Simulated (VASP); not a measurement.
CoO:

```
Co O
1.0
     0.00000    2.13150    2.13150
     2.13150    0.00000    2.13150
     4.26300    4.26300    0.00000
Co O
2 2
Direct
  0.00000 0.00000 0.00000
  0.00000 0.00000 0.50000
  0.50000 0.50000 0.25000
  0.50000 0.50000 0.75000
```

Base run:

```yaml
Program: VASP 6.6.1
Functional: LDA
Potentials_or_basis: VASP PAW LDA potentials, release 64 (Co, O)
Cutoff: 520 eV
k_mesh: 8 × 8 × 8
Occupations: gaussian, width 0.05 eV
Spin: collinear spin, ferromagnetic start
Starting_moments: "[3.0, 3.0, 0.0, 0.0] μB"
Hubbard_terms: Co d U = 2.0 eV
```

Its results: band gap on the k mesh zero (filled and empty bands overlap); pressure -18.7 GPa; net moment 6.00 μB per cell; site moments Co +2.65; O +0.31 μB.

**Question.** The run is repeated on the same cell with these changes: spin from collinear spin, ferromagnetic start to collinear spin, antiferromagnetic start; moments at the start from [3.0, 3.0, 0.0, 0.0] to [2.67, -2.67, 0.0, 0.0]. What comes out?

**Answer.** Band gap on the k mesh 0.70 eV; pressure -17.2 GPa; net moment 0.00 μB per cell; site moments Co +2.50, -2.50; O +0.00 μB.

Caveats: the cell stands under tension.

A k mesh can miss the band edges.
